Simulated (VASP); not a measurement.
# ZnSe (F-43m) in VASP: electric field gradients with PBE

Aim: the electric field gradients of ZnSe with PBE.

Program: VASP 6.6.1. These are calculated values, not measurements. Logs are shortened: lines on timing, memory, paths and dates and some standing lists are left out, and cuts for length are marked.

## 1. The cell of the first run

Symmetry: F-43m, No. 216, cubic system. Conventional cell: a = 5.668 Å, b = 5.668 Å, c = 5.668 Å, α = 90.00°, β = 90.00°, γ = 90.00°. Within 3.2 Å of Zn (site symmetry -43m) lie 4 Se at 2.45 Å. Se (site symmetry -43m) has 4 Zn at 2.45 Å within 3.2 Å.

## 2. Electric field gradients, PBE

INCAR

```
  PREC = Accurate
  ENCUT = 520
  EDIFF = 1E-8
  ISMEAR = -1
  SIGMA = 0.02
  LREAL = False
  LASPH = True
  NELM = 100
  ALGO = Normal
  ISIF = 2
  LWAVE = False
  LCHARG = False
  GGA = PE
  LEFG = True
  NBANDS = 16
```

KPOINTS

```
Automatic mesh
0
Gamma
  13 13 13
```

POSCAR

```
ZnSe
1.0
    0.0000000000      2.8338000000      2.8338000000
    2.8338000000      0.0000000000      2.8338000000
    2.8338000000      2.8338000000      0.0000000000
Zn Se
1 1
Direct
    0.0000000000      0.0000000000      0.0000000000
    0.2500000000      0.2500000000      0.2500000000
```

Potentials or basis: VASP PAW PBE potentials, release 64 (Zn, Se).

On the command line:

```sh
> cat potpaw_PBE.64/Zn/POTCAR potpaw_PBE.64/Se/POTCAR > POTCAR
> mpirun -np 1 vasp_std > vasp.out
```

OUTCAR:

```text
PREC = Accurate
   ENCUT = 520
   EDIFF = 1E-8
   ISMEAR = -1
   LREAL = False
   LASPH = True
   NELM = 100
   ISIF = 2
   GGA = PE

 ion  position               nearest neighbor table
   1  0.000  0.000  0.000-   2 2.45   2 2.45   2 2.45   2 2.45
   2  0.250  0.250  0.250-   1 2.45   1 2.45   1 2.45   1 2.45

  LATTYP: Found a face centered cubic cell.
 ALAT       =     5.6676000000

  Lattice vectors:

 A1 = (   0.0000000000,   2.8338000000,   2.8338000000)
 A2 = (   2.8338000000,   0.0000000000,   2.8338000000)
 A3 = (   2.8338000000,   2.8338000000,   0.0000000000)

Analysis of symmetry for initial positions (statically):
=====================================================================
 Subroutine PRICEL returns:
 Original cell was already a primitive cell.

 Routine SETGRP: Setting up the symmetry group for a
 face centered cubic supercell.

 Subroutine GETGRP returns: Found 24 space group operations
 (whereof 24 operations were pure point group operations)
 out of a pool of 48 trial point group operations.

The static configuration has the point symmetry T_d .

Analysis of symmetry for dynamics (positions and initial velocities):
=====================================================================
 Subroutine PRICEL returns:
 Original cell was already a primitive cell.

 Routine SETGRP: Setting up the symmetry group for a
 face centered cubic supercell.

 Subroutine GETGRP returns: Found 24 space group operations
 (whereof 24 operations were pure point group operations)
 out of a pool of 48 trial point group operations.

The dynamic configuration has the point symmetry T_d .

 Subroutine INISYM returns: Found 24 space group operations
 (whereof 24 operations are pure point group operations),
 and found     1 'primitive' translations

----------------------------------------------------------------------------------------

                                     Primitive cell

  volume of cell :      45.5132

  direct lattice vectors                    reciprocal lattice vectors
     0.000000000  2.833800000  2.833800000    -0.176441527  0.176441527  0.176441527
     2.833800000  0.000000000  2.833800000     0.176441527 -0.176441527  0.176441527
     2.833800000  2.833800000  0.000000000     0.176441527  0.176441527 -0.176441527

  length of vectors
     4.007598393  4.007598393  4.007598393     0.305605690  0.305605690  0.305605690

  position of ions in fractional coordinates (direct lattice)
     0.000000000  0.000000000  0.000000000
     0.250000000  0.250000000  0.250000000

  ion indices of the primitive-cell ions
   primitive index   ion index
                 1           1
                 2           2

----------------------------------------------------------------------------------------

 KPOINTS: Automatic mesh

Automatic generation of k-mesh.
 Grid dimensions read from file:
 generate k-points for:   13   13   13

 Generating k-lattice:

  Cartesian coordinates                     Fractional coordinates (reciprocal lattice)
    -0.013572425  0.013572425  0.013572425     0.076923077  0.000000000  0.000000000
     0.013572425 -0.013572425  0.013572425     0.000000000  0.076923077  0.000000000
     0.013572425  0.013572425 -0.013572425     0.000000000  0.000000000  0.076923077

  Length of vectors
     0.023508130  0.023508130  0.023508130

  Shift w.r.t. Gamma in fractional coordinates (k-lattice)
     0.000000000  0.000000000  0.000000000

 Subroutine IBZKPT returns following result:
 ===========================================

 Found     84 irreducible k-points:

 Following reciprocal coordinates:
            Coordinates               Weight
  0.000000  0.000000  0.000000      1.000000
  0.076923  0.000000  0.000000      8.000000
  0.153846  0.000000  0.000000      8.000000
  0.230769  0.000000  0.000000      8.000000
  0.307692  0.000000  0.000000      8.000000
  0.384615  0.000000  0.000000      8.000000
[... 16 lines left out ...]
  0.384615  0.153846  0.000000     24.000000
  0.461538  0.153846  0.000000     24.000000
 [... further k-points ...]
   k-points           NKPTS =     84   k-points in BZ     NKDIM =     84   number of bands    NBANDS=     16
   number of dos      NEDOS =    301   number of ions     NIONS =      2
   total plane-waves  NPLWV =  27000
   dimension x,y,z NGX =    30 NGY =   30 NGZ =   30
   dimension x,y,z NGXF=    60 NGYF=   60 NGZF=   60
   ions per type =               1   1
   NGX,Y,Z   is equivalent  to a cutoff of  12.44, 12.44, 12.44 a.u.
   NGXF,Y,Z  is equivalent  to a cutoff of  24.89, 24.89, 24.89 a.u.
 SYSTEM =  unknown system
   PREC   = accura    normal or accurate (medium, high low for compatibility)
   ISTART =      0    job   : 0-new  1-cont  2-samecut
   ICHARG =      2    charge: 1-file 2-atom 10-const
   ISPIN  =      1    spin polarized calculation?
   LNONCOLLINEAR =      F non collinear calculations
   LSORBIT =      F    spin-orbit coupling
   LASPH  =      T    aspherical Exc in radial PAW
   ENCUT  =  520.0 eV  38.22 Ry    6.18 a.u.   7.45  7.45  7.45*2*pi/ulx,y,z
   NELM   =    100;   NELMIN=  2; NELMDL= -5     # of ELM steps
   EDIFF  = 0.1E-07   stopping-criterion for ELM
   LREAL  =      F    real-space projection
   EDIFFG = 0.1E-06   stopping-criterion for IOM
   NSW    =      0    number of steps for IOM
   IBRION =     -1    ionic relax: 0-MD 1-quasi-New 2-CG
   NFREE  =      0    steps in history (QN), initial steepest desc. (CG)
   ISIF   =      2    stress and relaxation
   ISYM   =      2    0-nonsym 1-usesym 2-fastsym
   POTIM  = 0.5000    time-step for ionic-motion
   TEBEG  =    0.0;   TEEND  =   0.0 temperature during run
   PSTRESS=    0.0 pullay stress
   NELECT =      18.0000    total number of electrons
   NUPDOWN=      -1.0000    fix difference up-down
   EMIN   =  10.00;   EMAX   =-10.00  energy-range for DOS
   EFERMI =   0.00;   METHOD = LEGACY
   ISMEAR =    -1;   SIGMA  =   0.02  broadening in eV -4-tet -1-fermi 0-gaus
   EFERMI_NEDOS =   21; number of points for ismear=-14 and -15
   IALGO  =     38    algorithm
   IMIX   =      4    mixing-type and parameters
     AMIX     =   0.40;   BMIX     =  1.00
     AMIX_MAG =   1.60;   BMIX_MAG =  1.00
  volume/ion in A,a.u.               =      22.76       153.57
  Fermi-wavevector in a.u.,A,eV,Ry     =   1.201673  2.270834 19.647073  1.444019
  Thomas-Fermi vector in A             =   2.337476
   LORBIT       =      0    0 simple, 1 ext, 2 COOP (PROOUT), +10 PAW based schemes
   GGA     = PE    functional components
   LHFCALC =     F    Hartree Fock is set to
   AEXX    =    0.0000 exact exchange contribution
   IVDW    =     0    specifies the selected vdW correction
   LEPSILON=     F    determine dielectric tensor
   LRPA    =     F    only Hartree local field effects (RPA)
 non-spin polarized calculation
  energy-cutoff  :      520.00
  volume of cell :       45.51
 maximum number of plane-waves:      1243
 NGX is ok and might be reduce to    30
   NGX = 15   NGY = 15   NGZ = 15

 number of electron      18.0000012 magnetization

 Free energy of the ion-electron system (eV)
  ---------------------------------------------------
  ext. energy  EPLUGINS =         0.00000000
  ---------------------------------------------------
  free energy    TOTEN  =        -6.02089617 eV

  energy without entropy =       -6.02089617  energy(sigma->0) =       -6.02089617

 E-fermi :   2.0220     XC(G=0):  -9.3220

 val. band max:        1.6125046699   @ k =   0.0000   0.0000   0.0000
 cond. band min:       2.9030963237   @ k =   0.0000   0.0000   0.0000
 fundamental gap:      1.2905916538
 Fermi energy:         2.0219942529

 k-point     1 :       0.0000    0.0000    0.0000
  band No.  band energies     occupation
      1     -11.6467      2.00000
      2      -4.9327      2.00000
      3      -4.9327      2.00000
      4      -4.9327      2.00000
      5      -4.5629      2.00000
      6      -4.5629      2.00000
[... 8 lines left out ...]
     15      13.0732      0.00000
     16      13.0732      0.00000

 k-point     2 :       0.0769    0.0000    0.0000
  band No.  band energies     occupation
      1     -11.6078      2.00000
      2      -4.9308      2.00000
      3      -4.9265      2.00000
      4      -4.9265      2.00000
      5      -4.5635      2.00000
      6      -4.5635      2.00000
[... 8 lines left out ...]
     15      12.6457      0.00000
     16      12.6457      0.00000

 k-point     3 :       0.1538    0.0000    0.0000
  band No.  band energies     occupation
      1     -11.4968      2.00000
      2      -4.9199      2.00000
      3      -4.9096      2.00000
      4      -4.9096      2.00000
      5      -4.5646      2.00000
      6      -4.5646      2.00000
[... 8 lines left out ...]
     15      12.1292      0.00000
     16      12.6017      0.00000

 k-point     4 :       0.2308    0.0000    0.0000
  band No.  band energies     occupation
      1     -11.3313      2.00000
      2      -4.8876      2.00000
      3      -4.8876      2.00000
      4      -4.8854      2.00000
      5      -4.5636      2.00000
      6      -4.5636      2.00000
[... 8 lines left out ...]
     15      12.0032      0.00000
     16      12.4313      0.00000

 k-point     5 :       0.3077    0.0000    0.0000
  band No.  band energies     occupation
      1     -11.1421      2.00000
      2      -4.8670      2.00000
      3      -4.8670      2.00000
      4      -4.8042      2.00000
      5      -4.5588      2.00000
      6      -4.5588      2.00000
[... 8 lines left out ...]
     15      12.4149      0.00000
     16      12.4149      0.00000

 k-point     6 :       0.3846    0.0000    0.0000
  band No.  band energies     occupation
      1     -10.9728      2.00000
      2      -4.8527      2.00000
      3      -4.8527      2.00000
      4      -4.6527      2.00000
      5      -4.5512      2.00000
      6      -4.5512      2.00000
[... 8 lines left out ...]
     15      13.2984      0.00000
     16      13.2984      0.00000
[... 267 lines left out ...]
 k-point    21 :       0.2308    0.1538    0.0000
  band No.  band energies     occupation
      1     -11.3229      2.00000
      2      -4.9369      2.00000
      3      -4.8637      2.00000
      4      -4.8624      2.00000
      5      -4.5830      2.00000
      6      -4.5479      2.00000
[... 8 lines left out ...]
     15      13.3966      0.00000
     16      14.0947      0.00000

 k-point    22 :       0.3077    0.1538    0.0000
  band No.  band energies     occupation
      1     -11.1579      2.00000
      2      -4.9076      2.00000
      3      -4.8393      2.00000
      4      -4.8253      2.00000
      5      -4.5782      2.00000
      6      -4.5433      2.00000
[... 8 lines left out ...]
     15      13.5638      0.00000
     16      14.0379      0.00000

 k-point    23 :       0.3846    0.1538    0.0000
  band No.  band energies     occupation
      1     -10.9852      2.00000
      2      -4.8698      2.00000
      3      -4.8210      2.00000
      4      -4.7525      2.00000
      5      -4.5560      2.00000
      6      -4.5394      2.00000
[... 8 lines left out ...]
     15      13.8377      0.00000
     16      14.1905      0.00000

 k-point    24 :       0.4615    0.1538    0.0000
  band No.  band energies     occupation
      1     -10.8479      2.00000
      2      -4.8491      2.00000
      3      -4.8117      2.00000
      4      -4.6428      2.00000
      5      -4.5391      2.00000
      6      -4.4881      2.00000
[... 8 lines left out ...]
     15      14.1265      0.00000
     16      14.9463      0.00000

 [... further k-points ...]

------------------------ aborting loop because EDIFF is reached ----------------------------------------

  FORCE on cell =-STRESS in cart. coord.  units (eV):
  Direction    XX          YY          ZZ          XY          YZ          ZX
  --------------------------------------------------------------------------------------
  -------------------------------------------------------------------------------------
  Total        0.6648094      0.6648094      0.6648094     -0.0000000     -0.0000000      0.0000000
  in kB       23.4029266     23.4029266     23.4029266     -0.0000000     -0.0000000      0.0000000
  external PRESSURE =      23.4029266 kB  Pullay stress =       0.0000000 kB

 VOLUME and BASIS-vectors are now :
 -----------------------------------------------------------------------------
  energy-cutoff  :      520.00
  volume of cell :       45.51
      direct lattice vectors                 reciprocal lattice vectors
     0.000000000  2.833800000  2.833800000    -0.176441527  0.176441527  0.176441527
     2.833800000  0.000000000  2.833800000     0.176441527 -0.176441527  0.176441527
     2.833800000  2.833800000  0.000000000     0.176441527  0.176441527 -0.176441527

 POSITION                                       TOTAL-FORCE (eV/Angst)
 -----------------------------------------------------------------------------------
      0.00000      0.00000      0.00000         0.000000     -0.000000      0.000000
      1.41690      1.41690      1.41690        -0.000000      0.000000     -0.000000
 -----------------------------------------------------------------------------------
    total drift:                               -0.000001     -0.000001     -0.000001

  FREE ENERGIE OF THE ION-ELECTRON SYSTEM (eV)
  ---------------------------------------------------
  free  energy   TOTEN  =        -6.0208961722 eV

  energy  without entropy=       -6.0208961722  energy(sigma->0) =       -6.02089617

 Electric field gradients (V/A^2)
---------------------------------------------------------------------
 ion       V_xx      V_yy      V_zz      V_xy      V_xz      V_yz
---------------------------------------------------------------------
   1      -0.000     0.000     0.000     0.002     0.002     0.002
   2       0.000     0.000     0.000     0.000     0.000     0.000
---------------------------------------------------------------------

 Electric field gradients after diagonalization (V/A^2)
 (convention: |V_zz| > |V_xx| > |V_yy|)
----------------------------------------------------------------------
 ion       V_xx      V_yy      V_zz     asymmetry (V_yy - V_xx)/ V_zz
----------------------------------------------------------------------
   1      -0.002    -0.002     0.003       0.000
   2      -0.000    -0.000     0.000       0.000
----------------------------------------------------------------------

           NMR quadrupolar parameters

 Cq : quadrupolar parameter    Cq=e*Q*V_zz/h
 eta: asymmetry parameters     (V_yy - V_xx)/ V_zz
 Q  : nuclear electric quadrupole moment in mb (millibarn)
----------------------------------------------------------------------
 ion       Cq(MHz)       eta       Q (mb)
----------------------------------------------------------------------
   1       0.000       0.000       1.000
   2       0.000       0.000       1.000
----------------------------------------------------------------------
```

Run time: 27 s. Hardware: 1 thread of Intel Xeon 6975P-C (Granite Rapids), shared host; peak memory 0.21 GiB.

What came out:

```yaml
Free_energy: -6.0209 eV
Pressure: 2.3 GPa
Band_gap_on_the_k_mesh: 1.29 eV
Largest_electric_field_gradient_by_atom: zero within the noise of the run
```

Levels at points of the mesh, in eV from the valence-band top:
| k point | band 7 | band 8 | band 9 | band 10 | band 11 | band 12 |
| --- | --- | --- | --- | --- | --- | --- |
| (0.00, 0.00, 0.00) | 0.00 | 0.00 | 0.00 | 1.29 | 5.80 | 5.80 |
